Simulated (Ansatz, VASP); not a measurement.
HBr in VASP and in Ansatz

File INCAR:

```
SYSTEM = HBr
ALGO = Normal ; EDIFF = 1E-7
ENCUT = 520 ; GGA = PS
ISIF = 2 ; ISMEAR = 0
LASPH = .True. ; LCHARG = .False.
LREAL = .False. ; LWAVE = .False.
NBANDS = 11 ; NELM = 100
PREC = Accurate ; SIGMA = 0.15
```

Contents of KPOINTS:

```
k-points
0
Gamma
  16 16 16
  0 0 0
```

The input POSCAR:

```
HBr
1.0
    0.0000000000      2.8200000000      3.0315000000
    2.7775000000      0.0000000000      3.0315000000
    2.7775000000      2.8200000000      0.0000000000
H Br
1 1
Direct
    0.0000000000      0.0000000000      0.0000000000
    0.5000000000      0.5000000000      0.5000000000
```

Input for Ansatz:

```yaml
crystal:
  lattice:
    - [0.0, 2.82, 3.0315]
    - [2.7775, 0.0, 3.0315]
    - [2.7775, 2.82, 0.0]
  atoms:
    - { symbol: H, position: [0.0, 0.0, 0.0] }
    - { symbol: Br, position: [0.5, 0.5, 0.5] }
basis:
  ecutwfc: 420
kpoints:
  mp_grid: { grid: [16, 16, 16] }
hamiltonian:
  xc: pbesol
scf:
  occupations: { method: gaussian, width: 0.15 }
output:
  forces: true
  stress: true
  eigenvalues: true
```

Alike in both runs: task single point; functional PBEsol; k mesh 16 × 16 × 16; occupations gaussian, width 0.15 eV; no spin polarisation.

|  | VASP | Ansatz |
| --- | --- | --- |
| version | VASP 6.6.1 | Ansatz 0.2.0 |
| potentials or method | VASP PAW PBE potentials, release 64 (H, Br), cutoff 520 eV | scalar-relativistic, plane waves, PAW |
| valence electrons in the cell | 8 | 8 |

|  | VASP | Ansatz | Ansatz less VASP |
| --- | --- | --- | --- |
| gap on the k mesh at the Fermi level (eV) | none | none | - |
| pressure (GPa) | -8.5 | -8.5 | +0.02 |
| traceless stress, the component that is largest in VASP (GPa) | 3.21 | 3.21 | +0.002 |

VASP's potentials were made for PBE, not for PBEsol. A gap of «none» marks a metal or a gap that the smearing closes.
